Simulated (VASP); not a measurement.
# PbSe (Clausthalite): relaxation of cell and atoms with BLYP+D3(BJ)

The system is PbSe (Clausthalite).

```
Pb Se
1.0
     0.00000    3.06065    3.06065
     3.06065    0.00000    3.06065
     3.06065    3.06065    0.00000
Pb Se
1 1
Direct
  0.00000 0.00000 0.00000
  0.50000 0.50000 0.50000
```

| Item | Value |
| --- | --- |
| Program | VASP 6.6.1 |
| Task | relaxation of cell and atoms |
| Functional | BLYP |
| Dispersion | D3(BJ) |
| Potentials or basis | VASP PAW PBE potentials, release 64 (Pb_d, Se) |
| Cutoff | 600 eV |
| k mesh | 8 × 8 × 8 |
| Occupations | fermi-dirac, width 0.05 eV |
| Spin | no spin polarisation |
| Dipole correction | no |
| Further INCAR settings | ALGO = Normal; EDIFF = 1e-06; IBRION = 2; EDIFFG = -0.01; NSW = 80; ISIF = 3 |

```
Relaxed volume                         : 29.31 Å³/atom
Relaxed cell                           : a = 4.360 Å, b = 4.360 Å, c = 4.360 Å, α = 60.00°, β = 60.00°, γ = 60.00°
Space group after relaxing (to 0.05 Å) : Fm-3m (No. 225)
Energy gained by relaxing              : 2.3 meV/atom
Ionic steps                            : 3
Pressure after relaxing                : 0.0 GPa
Band gap on the k mesh                 : 0.46 eV, direct
Dispersion energy per atom             : -0.846 eV
```

Step by step:
```tsv
step	energy change (eV)	largest force (eV/Å)	pressure (GPa)	volume (Å³)
1	0.0000	0.0000	1.16	57.34
2	-0.0040	0.0000	-0.39	59.08
3	-0.0045	0.0000	0.00	58.62
```

Final structure:
```
Pb Se
1.0
     0.00000    3.08316    3.08316
     3.08316    0.00000    3.08316
     3.08316    3.08316    0.00000
Pb Se
1 1
Cartesian
  0.0000 0.0000 0.0000
  3.0832 3.0832 3.0832
```

Levels at points of the mesh, in eV from the valence-band top:
| k point | band 7 | band 8 | band 9 | band 10 | band 11 | band 12 | band 13 | band 14 |
| --- | --- | --- | --- | --- | --- | --- | --- | --- |
| (0.00, 0.00, 0.00) | -6.42 | -1.76 | -1.76 | -1.76 | 4.58 | 4.58 | 4.58 | 6.79 |
| (0.50, 0.00, 0.00) | -8.72 | -1.34 | -1.34 | 0.00 | 0.46 | 1.75 | 1.75 | 8.87 |
| (0.50, 0.50, 0.00) | -7.44 | -4.70 | -3.05 | -3.05 | 4.12 | 5.46 | 5.46 | 5.95 |

It took 67 s on 1 thread of Intel(R) Xeon(R) Platinum 8375C CPU @ 2.90GHz (Ice Lake), with other jobs on the host, peak memory 0.23 GiB.

The cell as given is a measured one (28.67 Å³/atom); BLYP+D3(BJ) puts the equilibrium volume +2.2 % from it, thermal expansion not counted.

Caveat: the PAW data sets were made with another functional, which shifts forces and pressure a little; spin-orbit coupling is left out, which moves the levels of the heavy elements.
